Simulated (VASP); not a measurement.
Sc, 2 atoms in the cell. It takes space group P6_3/mmc (No. 194, hexagonal). The conventional cell has a = 3.241 Å, b = 3.241 Å, c = 5.166 Å, α = 90.00°, β = 90.00°, γ = 120.00°. Within 4.2 Å of Sc (site symmetry -6m2) lie 12 Sc at 3.19 to 3.24 Å. 

- Program: VASP 6.6.1
- Task: single point
- Functional: PBEsol
- Potentials or basis: VASP PAW PBE potentials, release 64 (Sc_sv)
- Cutoff: 520 eV
- k mesh: 9 × 9 × 5
- Occupations: fermi-dirac, width 0.05 eV
- Spin: no spin polarisation
- Dipole correction: no
- Further INCAR settings: ALGO = Fast; EDIFF = 1e-06; NBANDS = 18

Potentials or basis: VASP PAW PBE potentials, release 64 (Sc_sv).

Command:

```console
$ cat potpaw_PBE.64/Sc_sv/POTCAR > POTCAR
$ mpirun -np 1 vasp_std > vasp.out
```

Hardware: 1 thread of Intel(R) Xeon(R) 6975P-C (Granite Rapids) (shared host).

Problem. Estimate the wall time of this run.

Solution. Run time: 21 s on 1 thread of Intel(R) Xeon(R) 6975P-C (Granite Rapids), on a shared host, peak memory 0.16 GiB. Counts: scf iterations 16, k points 36.
